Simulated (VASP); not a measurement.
Input of a VASP 6.6.1 run:

Contents of POSCAR:

```
BaTiO3
1.0
   -4.0134493700     -0.0114237100     -4.0019657000
   -0.0114536900     -4.0019756900      0.0000000000
   -3.9905419900      0.0114237100      4.0019657000
Ba Ti O
2 2 6
Direct
    0.0000000000      0.0000000000      0.0000000000
    0.5000000000      0.0000000000      0.5000000000
    0.5107000000      0.5107000000      0.0000000000
    0.0107000000      0.5107000000      0.5000000000
    0.7343500000      0.4887000000      0.7543500000
    0.2343500000      0.4887000000      0.2543500000
    0.7343500000      0.4887000000      0.2456500000
    0.2343500000      0.4887000000      0.7456500000
    0.9887000000      0.9800000000      0.5000000000
    0.4887000000      0.9800000000      0.0000000000
```

Contents of INCAR.step1:

```
PREC = Accurate
ENCUT = 660
ISMEAR = -1
SIGMA = 0.0657
LREAL = F
LASPH = T
NELM = 200
LMAXMIX = 4
LDAU = T
LDAUTYPE = 2
LDAUL = -1 2 1
LDAUU = 0 5.4 6.68
LDAUJ = 0 0 0
NBANDS = 51
GGA = PE
ALGO = Normal
EDIFF = 1E-5
LWAVE = T
LCHARG = F
GGA_COMPAT = F
KPAR = 4
```

INCAR.step2

```
PREC = Accurate
ENCUT = 660
EDIFF = 1E-6
ISMEAR = -1
SIGMA = 0.0657
LREAL = F
LASPH = T
NELM = 200
ALGO = Normal
ISIF = 2
LWAVE = F
LCHARG = F
LMAXMIX = 4
LDAU = T
LDAUTYPE = 2
LDAUL = -1 2 1
LDAUU = 0 5.4 6.68
LDAUJ = 0 0 0
LDAUPRINT = 1
METAGGA = R2SCAN
LMIXTAU = T
NBANDS = 51
ISTART = 1
GGA_COMPAT = F
KPAR = 4
```

Contents of KPOINTS:

```
regular mesh
0
Gamma
  5 6 5
```

Potentials or basis: VASP PAW PBE potentials, release 64 (Ba_sv, Ti_sv, O).

The run is started by

```bash
$ cat potpaw_PBE.64/Ba_sv/POTCAR potpaw_PBE.64/Ti_sv/POTCAR potpaw_PBE.64/O/POTCAR > POTCAR
$ cp INCAR.step1 INCAR
$ mpirun -np 4 vasp_std > vasp.out
$ cp INCAR.step2 INCAR
$ mpirun -np 4 vasp_std > vasp.out
```

**Question.** Predict the largest force.

**Answer.** 1.425 eV/Å.

**Question.** What does it give for the pressure?

**Answer.** 5.8 GPa.

**Question.** What does it give for the band gap on the k mesh?

**Answer.** 3.54 eV.

Eigenvalues of the final occupation matrices:
```tsv
site	spin	trace	eigenvalues
site 3 d	1	0.76	0.09 0.09 0.09 0.24 0.24
site 3 d	2	0.76	0.09 0.09 0.09 0.24 0.24
site 4 d	1	0.76	0.09 0.09 0.09 0.24 0.24
site 4 d	2	0.76	0.09 0.09 0.09 0.24 0.24
```

Caveat: the cell stands under pressure; the PAW data sets were made with another functional, which shifts forces and pressure a little; spin-orbit coupling is left out, which moves the levels of the heavy elements. A k mesh can miss the band edges.
